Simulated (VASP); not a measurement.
Write the native input for VASP 6.6.1 that does the following.

* Task: single point
* Functional: LDA
* Potentials or basis: VASP PAW LDA potentials, release 64 (Ba_sv, Hg)
* Cutoff: 520 eV
* k mesh: 6 × 6 × 2
* Occupations: gaussian, width 0.1 eV
* Spin: no spin polarisation
* Dipole correction: no
* Further INCAR settings: ALGO = Normal; EDIFF = 1e-07; NBANDS = 30

The structure of BaHg lies in POSCAR:

```
BaHg
1.0
    4.3259015860      0.0000000000      0.0000000000
   -2.1629507930      3.7463406678      0.0000000000
    0.0000000000      0.0000000000     10.7046208284
Ba Hg
2 2
Direct
    0.3333333333      0.6666666667      0.0341561070
    0.6666666667      0.3333333333      0.5341561070
    0.3333333333      0.6666666667      0.3408438930
    0.6666666667      0.3333333333      0.8408438930
```

These files were run (other wordings do the same):

INCAR

```
SYSTEM = BaHg
  ALGO = Normal
  EDIFF = 1E-7
  ENCUT = 520
  ISIF = 2
  ISMEAR = 0
  LASPH = .TRUE.
  LCHARG = .FALSE.
  LREAL = .FALSE.
  LWAVE = .FALSE.
  NBANDS = 30
  NELM = 80
  PREC = Accurate
  SIGMA = 0.1
```

KPOINTS

```
k-points
0
G
  6 6 2
  0 0 0
```

Potentials or basis: VASP PAW LDA potentials, release 64 (Ba_sv, Hg).

Command:

```sh
$ cat potpaw_LDA.64/Ba_sv/POTCAR potpaw_LDA.64/Hg/POTCAR > POTCAR
$ mpirun -np 1 vasp_std > vasp.out
```

It gave:

* Pressure: 0.0 GPa
* Largest force: 0.018 eV/Å
* Band gap on the k mesh: zero (bands 22 and 23 overlap by 0.09 eV)

Caveat: spin-orbit coupling is left out, which moves the levels of the heavy elements.

It took 40 s on 1 thread of AMD EPYC 7R13 Processor (Zen 3), on a shared host, peak memory 0.22 GiB.
